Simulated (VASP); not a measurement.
The system is Al3Sb2P.

```xyz
6
Lattice="3.3403 0.0000 0.0000 0.0000 3.3403 0.0000 0.0000 0.0000 10.6701" Properties=species:S:1:pos:R:3 pbc="T T T"
Al    1.6701    1.6701    1.3480
Al    1.6701    1.6701    5.3351
Al    1.6701    1.6701    9.3221
Sb    0.0000    0.0000    3.4148
Sb    0.0000    0.0000    7.2553
P     0.0000    0.0000    0.0000
```

The cell was generated, and may not be a known phase.

```yaml
Program: VASP 6.6.1
Task: relaxation of cell and atoms
Functional: PBE
Potentials_or_basis: VASP PAW PBE potentials, release 64 (Al, Sb, P)
Cutoff: 600 eV
k_mesh: 12 × 12 × 4
Occupations: gaussian, width 0.1 eV
Spin: no spin polarisation
```

At the start: pressure 0.6 GPa; volume 19.84 Å³/atom.

Q: How do energy, volume and symmetry change on relaxing?

A: Over 13 steps the energy falls by 7.6 meV/atom and the volume is 20.17 Å³/atom (+1.6 %); space group P4/mmm (No. 123, to 0.1 Å) before and after.

The path:
```csv
step,energy change (eV),largest force (eV/Å),pressure (GPa),volume (Å³)
1,0.0000,0.1440,0.56,119.05
2,-0.0157,0.2166,-0.07,120.24
3,-0.0240,0.2895,-0.97,122.16
4,-0.0342,0.2325,-0.63,121.73
5,-0.0403,0.1442,-0.15,121.17
6,-0.0403,0.1357,-0.10,121.12
7,-0.0430,0.0848,-0.01,120.96
8,-0.0444,0.0694,0.11,120.73
9,-0.0449,0.0552,0.00,120.93
10,-0.0452,0.0157,-0.31,121.51
11,-0.0453,0.0297,-0.20,121.30
12,-0.0457,0.0186,-0.12,121.17
13,-0.0459,0.0045,-0.02,121.01
```

Final structure:
```
Al Sb P
1.0
     3.30171    0.00000    0.00000
     0.00000    3.30171    0.00000
     0.00000    0.00000   11.10024
Al Sb P
3 2 1
Direct
  0.50000 0.50000 0.12058
  0.50000 0.50000 0.50000
  0.50000 0.50000 0.87942
  0.00000 0.00000 0.31797
  0.00000 0.00000 0.68203
  0.00000 0.00000 0.00000
```

Caveat: the highest band is partly filled, so the run has too few bands.
